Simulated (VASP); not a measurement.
# CoNi2SnS4 (I-42m) in VASP: single point with r2SCAN

Aim: the single point of CoNi2SnS4 with r2SCAN.

Program: VASP 6.6.1. These are calculated values, not measurements. Logs are shortened: lines on timing, memory, paths and dates and some standing lists are left out, and cuts for length are marked.

### 1 The cell of the first run

The structure is tetragonal, space group I-42m (No. 121). Conventional cell: a = 5.355 Å, b = 5.355 Å, c = 10.707 Å, α = 90.00°, β = 90.00°, γ = 90.00°. Within 3.2 Å of Sn (site symmetry -42m) lie 4 S at 2.42 Å. Co (site symmetry -42m) has 4 S at 2.32 Å within 3.1 Å. S (site symmetry m) has 2 Ni at 2.27 Å and 1 Co at 2.32 Å and 1 Sn at 2.42 Å within 3.0 Å. Within 3.0 Å of Ni (site symmetry -4) lie 4 S at 2.27 Å.

### 2 Single point, r2SCAN

POSCAR reads:

```
CoNi2SnS4
1.0
    0.0000000000      5.3546489900      0.0000000000
    5.3546489900      0.0000000000      0.0000000000
    2.6773239900      2.6773239900     -5.3535568500
Sn Co S Ni
1 1 4 2
Direct
    0.5000000000      0.5000000000      0.0000000000
    0.0000000000      0.0000000000      0.0000000000
    0.3753000000      0.3753000000      0.7336000000
    0.6247000000      0.1089000000      0.2664000000
    0.8911000000      0.8911000000      0.7336000000
    0.1089000000      0.6247000000      0.2664000000
    0.7500000000      0.2500000000      0.5000000000
    0.2500000000      0.7500000000      0.5000000000
```

INCAR.step1 reads:

```
SYSTEM = CoNi2SnS4
ALGO = Normal
EDIFF = 1E-4
ENCUT = 520
GGA = PE
ISMEAR = -1
LASPH = .TRUE.
LCHARG = .FALSE.
LREAL = .FALSE.
LWAVE = .TRUE.
NBANDS = 44
NELM = 100
PREC = Accurate
SIGMA = 0.1167
```

INCAR.step2 reads:

```
SYSTEM = CoNi2SnS4
ALGO = Normal
EDIFF = 1E-7
ENCUT = 520
ISIF = 2
ISMEAR = -1
ISTART = 1
LASPH = .TRUE.
LCHARG = .FALSE.
LMIXTAU = .TRUE.
LREAL = .FALSE.
LWAVE = .FALSE.
METAGGA = R2SCAN
NBANDS = 44
NELM = 100
PREC = Accurate
SIGMA = 0.1167
```

KPOINTS reads:

```
k-points
0
G
  7 7 7
  0 0 0
```

Potentials or basis: VASP PAW PBE potentials, release 64 (Sn_d, Co, S, Ni).

The run is started by

```bash
> cat potpaw_PBE.64/Sn_d/POTCAR potpaw_PBE.64/Co/POTCAR potpaw_PBE.64/S/POTCAR potpaw_PBE.64/Ni/POTCAR > POTCAR
> cp INCAR.step1 INCAR
> mpirun -np 1 vasp_std > vasp.out
> cp INCAR.step2 INCAR
> mpirun -np 1 vasp_std > vasp.out
```

OUTCAR:

```text
SYSTEM = CoNi2SnS4
   EDIFF = 1E-7
   ENCUT = 520
   ISIF = 2
   ISMEAR = -1
   ISTART = 1
   LASPH = .TRUE.
   LREAL = .FALSE.
   METAGGA = R2SCAN
   NELM = 100
   PREC = Accurate

 ion  position               nearest neighbor table
   1  0.500  0.500  0.000-   3 2.42   4 2.42   6 2.42   5 2.42
   2  0.000  0.000  0.000-   5 2.32   4 2.32   6 2.32   3 2.32
   3  0.375  0.375  0.734-   7 2.27   8 2.27   2 2.32   1 2.42
   4  0.625  0.109  0.266-   7 2.27   8 2.27   2 2.32   1 2.42
   5  0.891  0.891  0.734-   7 2.27   8 2.27   2 2.32   1 2.42
   6  0.109  0.625  0.266-   8 2.27   7 2.27   2 2.32   1 2.42
   7  0.750  0.250  0.500-   4 2.27   5 2.27   3 2.27   6 2.27
   8  0.250  0.750  0.500-   6 2.27   5 2.27   3 2.27   4 2.27

  LATTYP: Found a body centered tetragonal cell.
 ALAT       =     5.3546489900
 C/A-ratio  =     1.9995920778

  Lattice vectors:

 A1 = (  -2.6773239900,   2.6773250000,   5.3535568500)
 A2 = (   2.6773250000,  -2.6773239900,   5.3535568500)
 A3 = (   2.6773239900,   2.6773239900,  -5.3535568500)

Analysis of symmetry for initial positions (statically):
=====================================================================
 Subroutine PRICEL returns:
 Original cell was already a primitive cell.

 Routine SETGRP: Setting up the symmetry group for a
 body centered tetragonal supercell.

 Subroutine GETGRP returns: Found  8 space group operations
 (whereof  8 operations were pure point group operations)
 out of a pool of 16 trial point group operations.

The static configuration has the point symmetry D_2d.

Analysis of symmetry for dynamics (positions and initial velocities):
=====================================================================
 Subroutine PRICEL returns:
 Original cell was already a primitive cell.

 Routine SETGRP: Setting up the symmetry group for a
 body centered tetragonal supercell.

 Subroutine GETGRP returns: Found  8 space group operations
 (whereof  8 operations were pure point group operations)
 out of a pool of 16 trial point group operations.

The dynamic configuration has the point symmetry D_2d.

 Subroutine INISYM returns: Found  8 space group operations
 (whereof  8 operations are pure point group operations),
 and found     1 'primitive' translations

----------------------------------------------------------------------------------------

                                     Primitive cell

  volume of cell :     153.4986

  direct lattice vectors                    reciprocal lattice vectors
     0.000000000  5.354648990  0.000000000     0.000000000  0.186753605  0.093395834
     5.354648990  0.000000000  0.000000000     0.186753605  0.000000000  0.093395834
     2.677323990  2.677323990 -5.353556850     0.000000000  0.000000000 -0.186791703

  length of vectors
     5.354648990  5.354648990  6.557186778     0.208805389  0.208805389  0.186791703

  position of ions in fractional coordinates (direct lattice)
     0.500000000  0.500000000  0.000000000
     0.000000000  0.000000000  0.000000000
     0.375300000  0.375300000  0.733600000
     0.624700000  0.108900000  0.266400000
     0.891100000  0.891100000  0.733600000
     0.108900000  0.624700000  0.266400000
     0.750000000  0.250000000  0.500000000
     0.250000000  0.750000000  0.500000000

  ion indices of the primitive-cell ions
   primitive index   ion index
                 1           1
                 2           2
                 3           3
                 4           4
                 5           5
                 6           6
                 7           7
                 8           8

----------------------------------------------------------------------------------------

 KPOINTS: k-points

Automatic generation of k-mesh.
 Grid dimensions read from file:
 generate k-points for:    7    7    7

 Generating k-lattice:

  Cartesian coordinates                     Fractional coordinates (reciprocal lattice)
     0.000000000  0.026679086  0.013342262     0.142857143  0.000000000  0.000000000
     0.026679086  0.000000000  0.013342262     0.000000000  0.142857143  0.000000000
     0.000000000  0.000000000 -0.026684529     0.000000000  0.000000000  0.142857143

  Length of vectors
     0.029829341  0.029829341  0.026684529

  Shift w.r.t. Gamma in fractional coordinates (k-lattice)
     0.000000000  0.000000000  0.000000000

 Subroutine IBZKPT returns following result:
 ===========================================

 Found     40 irreducible k-points:

 Following reciprocal coordinates:
            Coordinates               Weight
  0.000000  0.000000  0.000000      1.000000
  0.142857  0.000000 -0.000000      8.000000
  0.285714  0.000000 -0.000000      8.000000
  0.428571  0.000000  0.000000      8.000000
  0.142857  0.142857 -0.000000      8.000000
  0.285714  0.142857 -0.000000     16.000000
[... 16 lines left out ...]
  0.285714  0.285714  0.142857      8.000000
  0.428571  0.285714  0.142857     16.000000
 [... further k-points ...]
   k-points           NKPTS =     40   k-points in BZ     NKDIM =     40   number of bands    NBANDS=     44
   number of dos      NEDOS =    301   number of ions     NIONS =      8
   total plane-waves  NPLWV =  80000
   dimension x,y,z NGX =    40 NGY =   40 NGZ =   50
   dimension x,y,z NGXF=    80 NGYF=   80 NGZF=  100
   ions per type =               1   1   4   2
   NGX,Y,Z   is equivalent  to a cutoff of  12.42, 12.42, 12.68 a.u.
   NGXF,Y,Z  is equivalent  to a cutoff of  24.84, 24.84, 25.35 a.u.
 SYSTEM =  CoNi2SnS4
   PREC   = accura    normal or accurate (medium, high low for compatibility)
   ISTART =      1    job   : 0-new  1-cont  2-samecut
   ICHARG =      0    charge: 1-file 2-atom 10-const
   ISPIN  =      1    spin polarized calculation?
   LNONCOLLINEAR =      F non collinear calculations
   LSORBIT =      F    spin-orbit coupling
   LASPH  =      T    aspherical Exc in radial PAW
   ENCUT  =  520.0 eV  38.22 Ry    6.18 a.u.   9.96  9.96 12.19*2*pi/ulx,y,z
   NELM   =    100;   NELMIN=  2; NELMDL=  0     # of ELM steps
   EDIFF  = 0.1E-06   stopping-criterion for ELM
   LREAL  =      F    real-space projection
   EDIFFG = 0.1E-05   stopping-criterion for IOM
   NSW    =      0    number of steps for IOM
   IBRION =     -1    ionic relax: 0-MD 1-quasi-New 2-CG
   NFREE  =      0    steps in history (QN), initial steepest desc. (CG)
   ISIF   =      2    stress and relaxation
   ISYM   =      2    0-nonsym 1-usesym 2-fastsym
   POTIM  = 0.5000    time-step for ionic-motion
   TEBEG  =    0.0;   TEEND  =   0.0 temperature during run
   PSTRESS=    0.0 pullay stress
   NELECT =      67.0000    total number of electrons
   NUPDOWN=      -1.0000    fix difference up-down
   EMIN   =  10.00;   EMAX   =-10.00  energy-range for DOS
   EFERMI =   0.00;   METHOD = LEGACY
   ISMEAR =    -1;   SIGMA  =   0.12  broadening in eV -4-tet -1-fermi 0-gaus
   EFERMI_NEDOS =   21; number of points for ismear=-14 and -15
   IALGO  =     38    algorithm
   IMIX   =      4    mixing-type and parameters
     AMIX     =   0.40;   BMIX     =  1.00
     AMIX_MAG =   1.60;   BMIX_MAG =  1.00
  volume/ion in A,a.u.               =      19.19       129.48
  Fermi-wavevector in a.u.,A,eV,Ry     =   1.241838  2.346734 20.982384  1.542162
  Thomas-Fermi vector in A             =   2.376218
   LORBIT       =      0    0 simple, 1 ext, 2 COOP (PROOUT), +10 PAW based schemes
   METAGGA = R2SCAN    functional components
   LHFCALC =     F    Hartree Fock is set to
   AEXX    =    0.0000 exact exchange contribution
   IVDW    =     0    specifies the selected vdW correction
   LEPSILON=     F    determine dielectric tensor
   LRPA    =     F    only Hartree local field effects (RPA)
 non-spin polarized calculation
  energy-cutoff  :      520.00
  volume of cell :      153.50
 maximum number of plane-waves:      4156
   NGX = 19   NGY = 19   NGZ = 25

 number of electron      67.0000037 magnetization

 Free energy of the ion-electron system (eV)
  ---------------------------------------------------
  ext. energy  EPLUGINS =         0.00000000
  ---------------------------------------------------
  free energy    TOTEN  =       -95.94589782 eV

  energy without entropy =      -95.54318146  energy(sigma->0) =      -95.74453964

 E-fermi :   5.8264     XC(G=0): -10.6731

 val. band max:        5.8241787340   @ k =  -0.4286   0.4286   0.1429
 cond. band min:       5.8309517862   @ k =  -0.1429   0.0000   0.4286
 fundamental gap:      0.0067730523
 Fermi energy:         5.8263901386

 k-point     1 :       0.0000    0.0000    0.0000
  band No.  band energies     occupation
      1     -17.2499      2.00000
      2     -17.2499      2.00000
      3     -17.2426      2.00000
      4     -17.1320      2.00000
      5     -17.1320      2.00000
      6      -9.7450      2.00000
[... 36 lines left out ...]
     43      11.5471      0.00000
     44      11.8346      0.00000

 k-point     2 :       0.1429    0.0000   -0.0000
  band No.  band energies     occupation
      1     -17.2500      2.00000
      2     -17.2499      2.00000
      3     -17.2427      2.00000
      4     -17.1320      2.00000
      5     -17.1318      2.00000
      6      -9.6727      2.00000
[... 36 lines left out ...]
     43      11.7061      0.00000
     44      11.9085      0.00000

 k-point     3 :       0.2857    0.0000   -0.0000
  band No.  band energies     occupation
      1     -17.2503      2.00000
      2     -17.2499      2.00000
      3     -17.2430      2.00000
      4     -17.1319      2.00000
      5     -17.1314      2.00000
      6      -9.4710      2.00000
[... 36 lines left out ...]
     43      11.7713      0.00000
     44      11.8971      0.00000

 k-point     4 :       0.4286    0.0000    0.0000
  band No.  band energies     occupation
      1     -17.2505      2.00000
      2     -17.2499      2.00000
      3     -17.2432      2.00000
      4     -17.1319      2.00000
      5     -17.1311      2.00000
      6      -9.2091      2.00000
[... 882 lines left out ...]
     43      11.6509      0.00000
     44      11.7484      0.00000

 k-point    23 :       0.2857    0.2857    0.1429
  band No.  band energies     occupation
      1     -17.2504      2.00000
      2     -17.2502      2.00000
      3     -17.2435      2.00000
      4     -17.1316      2.00000
      5     -17.1311      2.00000
      6      -9.2900      2.00000
[... 36 lines left out ...]
     43      11.8160      0.00000
     44      12.4372      0.00000

 k-point    24 :       0.4286    0.2857    0.1429
  band No.  band energies     occupation
      1     -17.2506      2.00000
      2     -17.2503      2.00000
      3     -17.2437      2.00000
      4     -17.1315      2.00000
      5     -17.1308      2.00000
      6      -9.0868      2.00000
[... 36 lines left out ...]
     43      11.6749      0.00000
     44      12.1836      0.00000

 [... further k-points ...]

------------------------ aborting loop because EDIFF is reached ----------------------------------------

  FORCE on cell =-STRESS in cart. coord.  units (eV):
  Direction    XX          YY          ZZ          XY          YZ          ZX
  --------------------------------------------------------------------------------------
  -------------------------------------------------------------------------------------
  Total       -5.4301446     -5.4301446     -5.4986713     -0.0000000     -0.0000005     -0.0000005
  in kB      -56.6783956    -56.6783956    -57.3936584     -0.0000000     -0.0000054     -0.0000054
  external PRESSURE =     -56.9168165 kB  Pullay stress =       0.0000000 kB

 VOLUME and BASIS-vectors are now :
 -----------------------------------------------------------------------------
  energy-cutoff  :      520.00
  volume of cell :      153.50
      direct lattice vectors                 reciprocal lattice vectors
     0.000000000  5.354648990  0.000000000     0.000000000  0.186753605  0.093395834
     5.354648990  0.000000000  0.000000000     0.186753605  0.000000000  0.093395834
     2.677323990  2.677323990 -5.353556850     0.000000000  0.000000000 -0.186791703

 POSITION                                       TOTAL-FORCE (eV/Angst)
 -----------------------------------------------------------------------------------
      2.67732      2.67732      0.00000         0.000000      0.000000      0.000000
      0.00000      0.00000      0.00000         0.000000      0.000000      0.000000
      3.97368      3.97368     -3.92737        -0.967558     -0.967558      0.331305
      1.29636      4.05829     -1.42619        -0.967558      0.967558     -0.331305
      6.73561      6.73561     -3.92737         0.967558      0.967558      0.331305
      4.05829      1.29636     -1.42619         0.967558     -0.967558     -0.331305
      2.67732      5.35465     -2.67678         0.000000      0.000000      0.000000
      5.35465      2.67732     -2.67678         0.000000      0.000000      0.000000
 -----------------------------------------------------------------------------------
    total drift:                                0.000212      0.000212     -0.000570

  FREE ENERGIE OF THE ION-ELECTRON SYSTEM (eV)
  ---------------------------------------------------
  free  energy   TOTEN  =       -95.9458978239 eV

  energy  without entropy=      -95.5431814611  energy(sigma->0) =      -95.74453964
```

Wall time 11 min (1 thread of Intel Xeon Platinum 8559C (Emerald Rapids), shared host); peak memory 0.47 GiB.

What came out:

| Item | Value |
| --- | --- |
| Free energy | -95.9459 eV |
| Pressure | -5.7 GPa |
| Largest force | 1.408 eV/Å |
| Band gap on the k mesh | zero (an odd number of electrons rules out a gap without spin polarisation) |

Forces on the atoms (eV/Å):
```
Sn   0.000  0.000  0.000
Co   0.000  0.000  0.000
S   -0.968 -0.968  0.331
S   -0.968  0.968 -0.331
S    0.968  0.968  0.331
S    0.968 -0.968 -0.331
Ni   0.000  0.000  0.000
Ni   0.000  0.000  0.000
```

Levels at points of the mesh, in eV from the Fermi level:
```
           k point  band 32  band 33  band 34  band 35  band 36  band 37
(0.00, 0.00, 0.00)    -0.66    -0.49     0.86     0.96     0.96     1.02
```

Caveat: the cell stands under tension; the PAW data sets were made with another functional, which shifts forces and pressure a little; spin-orbit coupling is left out, which moves the levels of the heavy elements; the run has no spin polarisation, though such a crystal can be magnetic.
